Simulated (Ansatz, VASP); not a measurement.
Two plane-wave programs on BH3

```
CELL_PARAMETERS angstrom
15.00000 0.00000 0.00000
0.00000 15.50000 0.00000
0.00000 0.00000 16.00000
ATOMIC_POSITIONS crystal
B 0.50000 0.50000 0.50000
H 0.57985 0.49948 0.49857
H 0.46058 0.56717 0.50239
H 0.45957 0.43335 0.49904
```

Alike in both runs: functional PBE; k mesh 1 × 1 × 1; occupations gaussian, width 0.005 eV; no spin polarisation.

Ansatz relaxed the structure, and its values are those at the end. VASP's run is a single point on that final structure, the one shown.

|  | VASP | Ansatz |
| --- | --- | --- |
| version | VASP 6.6.1 | Ansatz 0.2.0 |
| potentials or method | VASP PAW PBE potentials, release 64 (B, H), cutoff 520 eV | scalar-relativistic, plane waves, PAW |
| valence electrons in the cell | 6 | 6 |

|  | VASP | Ansatz | Ansatz less VASP |
| --- | --- | --- | --- |
| gap on the k mesh at the Fermi level (eV) | 5.41 | 5.40 | -0.014 |
| rms of the force components (eV/Å) | 0.005 | 0.003 | -0.0021 |
